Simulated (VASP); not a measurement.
Write the native input for VASP 6.6.1 that does the following.

* Task: relaxation of cell and atoms
* Functional: PBEsol
* Potentials or basis: VASP PAW PBE potentials, release 64 (Zn, Se)
* Cutoff: 500 eV
* k mesh: 6 × 6 × 6
* Occupations: gaussian, width 0.01 eV
* Spin: no spin polarisation
* Dipole correction: no
* Further INCAR settings: ALGO = Normal; EDIFF = 1e-07; IBRION = 2; EDIFFG = -0.01; NSW = 80; ISIF = 3

The structure of ZnSe (Stilleite) lies in POSCAR:

```
ZnSe
1.0
    0.0000000000      2.8338000000      2.8338000000
    2.8338000000      0.0000000000      2.8338000000
    2.8338000000      2.8338000000      0.0000000000
Zn Se
1 1
Direct
    0.0000000000      0.0000000000      0.0000000000
    0.2500000000      0.2500000000      0.2500000000
```

One way to write it, as run:

INCAR

```
PREC     = Accurate       # precision mode
ENCUT    = 500            # plane-wave cutoff, eV
EDIFF    = 1E-7           # SCF threshold, eV
ISMEAR   = 0              # smearing method
SIGMA    = 0.01           # smearing width, eV
LREAL    = False          # projectors in reciprocal space
LASPH    = True           # aspherical terms in the spheres
NELM     = 120            # most SCF steps
ALGO     = Normal         # electronic algorithm
ISIF     = 3              # what is computed and relaxed
LWAVE    = False          # write WAVECAR
LCHARG   = False          # write CHGCAR
GGA      = PS             # functional
IBRION   = 2              # ionic algorithm
NSW      = 80             # ionic steps
EDIFFG   = -0.01          # ionic threshold
GGA_COMPAT= False        
NELMIN   = 4
```

KPOINTS

```
Automatic mesh
0
Gamma
  6 6 6
```

Potentials or basis: VASP PAW PBE potentials, release 64 (Zn, Se).

Launch:

```console
$ cat potpaw_PBE.64/Zn/POTCAR potpaw_PBE.64/Se/POTCAR > POTCAR
$ mpirun -np 1 vasp_std > vasp.out
```

It gave:

```json
{
  "Relaxed volume": "22.45 Å³/atom",
  "Relaxed cell": "a = 3.989 Å, b = 3.989 Å, c = 3.989 Å, α = 60.00°, β = 60.00°, γ = 60.00°",
  "Space group after relaxing (to 0.05 Å)": "F-43m (No. 216)",
  "Energy gained by relaxing": "0.8 meV/atom",
  "Ionic steps": "3",
  "Pressure after relaxing": "0.0 GPa",
  "Band gap on the k mesh": "1.22 eV, direct"
}
```

Caveat: the PAW data sets were made with another functional, which shifts forces and pressure a little.

Wall time 50 s on 1 thread of Intel Xeon 8259CL, with other jobs on the host, peak memory 0.17 GiB.
